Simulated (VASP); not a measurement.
Write the native input for VASP 6.6.1 that does the following.

```
Task                   : single point
Functional             : PBE
Potentials or basis    : VASP PAW PBE potentials, release 64 (Mg, Zn, Te, S)
Cutoff                 : 520 eV
k mesh                 : 4 × 4 × 2
Occupations            : gaussian, width 0.1 eV
Spin                   : no spin polarisation
Dipole correction      : no
Further INCAR settings : ALGO = Normal; EDIFF = 1e-06; NBANDS = 31
```

The structure of MgZn2TeS2 lies in POSCAR:

```
MgZn2TeS2
1.0
    5.5409134339      0.0000000000      0.0000000000
    0.0000000000      4.7749096791      0.0000000000
    0.0000000000      0.0000000000      5.4718775145
Mg Zn Te S
1 2 1 2
Direct
    0.5000000000      0.5000000000      0.5000000000
    0.0000000000      0.0000000000      0.7323068151
    0.0000000000      0.0000000000      0.2676931849
    0.5000000000      0.5000000000      0.0000000000
    0.5000000000      0.0000000000      0.5000000000
    0.0000000000      0.5000000000      0.0000000000
```

The cell was generated, and may not be a known phase.

The input as run:

INCAR

```
PREC = Accurate
ENCUT = 520
EDIFF = 1E-6
ISMEAR = 0
SIGMA = 0.1
LREAL = F
LASPH = T
NELM = 80
ALGO = Normal
ISIF = 2
LWAVE = F
LCHARG = F
GGA = PE
NBANDS = 31
```

KPOINTS

```
Automatic mesh
0
Gamma
  4 4 2
```

Potentials or basis: VASP PAW PBE potentials, release 64 (Mg, Zn, Te, S).

Run with:

```console
$ cat potpaw_PBE.64/Mg/POTCAR potpaw_PBE.64/Zn/POTCAR potpaw_PBE.64/Te/POTCAR potpaw_PBE.64/S/POTCAR > POTCAR
$ mpirun -np 1 vasp_std > vasp.out
```

It gave:

```yaml
Pressure: -0.2 GPa
Largest_force: 0.007 eV/Å
Band_gap_on_the_k_mesh: zero (bands 22 and 23 overlap by 0.97 eV)
```

Caveat: the k points lie up to 0.57 Å⁻¹ apart, too coarse for converged energies and pressures of a metal; spin-orbit coupling is left out, which moves the levels of the heavy elements.

Wall time 35 s on 1 thread of AMD EPYC 9R45 96-Core Processor (Zen 5), with other jobs on the host, peak memory 0.26 GiB.
